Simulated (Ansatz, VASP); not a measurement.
## One calculation of TiC, two programs

File INCAR:

```
SYSTEM = TiC
ALGO = Normal
EDIFF = 1E-6
ENCUT = 520
GGA = PE
ISIF = 2
ISMEAR = -1
LASPH = .TRUE.
LCHARG = .TRUE.
LELF = .TRUE.
LREAL = .FALSE.
LVHAR = .TRUE.
LWAVE = .FALSE.
NBANDS = 15
NELM = 80
PREC = Accurate
SIGMA = 0.15
```

The input KPOINTS:

```
k-points
0
G
  16 16 16
  0 0 0
```

POSCAR

```
TiC
1.0
    0.0000000000      2.1521188022      2.1521188022
    2.1521188022      0.0000000000      2.1521188022
    2.1521188022      2.1521188022      0.0000000000
Ti C
1 1
Direct
    0.0000000000      0.0000000000      0.0000000000
    0.5000000000      0.5000000000      0.5000000000
```

Input for Ansatz:

```yaml
crystal:
  lattice:
    - [0.0, 2.1521188022, 2.1521188022]
    - [2.1521188022, 0.0, 2.1521188022]
    - [2.1521188022, 2.1521188022, 0.0]
  atoms:
    - { symbol: Ti, position: [0.0, 0.0, 0.0] }
    - { symbol: C, position: [0.5, 0.5, 0.5] }
basis:
  ecutwfc: 420
kpoints:
  mp_grid: { grid: [16, 16, 16] }
hamiltonian:
  xc: pbe
scf:
  occupations: { method: fermi_dirac, width: 0.15 }
output:
  forces: true
  stress: true
  eigenvalues: true
```

Alike in both runs: task single point; functional PBE; k mesh 16 × 16 × 16; occupations fermi-dirac, width 0.15 eV; no spin polarisation.

|  | VASP | Ansatz |
| --- | --- | --- |
| version | VASP 6.6.1 | Ansatz 0.2.0 |
| potentials or method | VASP PAW PBE potentials, release 64 (Ti_sv, C), cutoff 520 eV | scalar-relativistic, plane waves, PAW |
| valence electrons in the cell | 16 | 16 |

VASP gave:

```
gap on the k mesh at the Fermi level (eV) : none
pressure (GPa)                            : 5.5
```

Problem. What did Ansatz give for the same quantities?

Solution. gap on the k mesh at the Fermi level (eV): none; pressure (GPa): 5.3.

A gap of «none» marks a metal or a gap that the smearing closes.
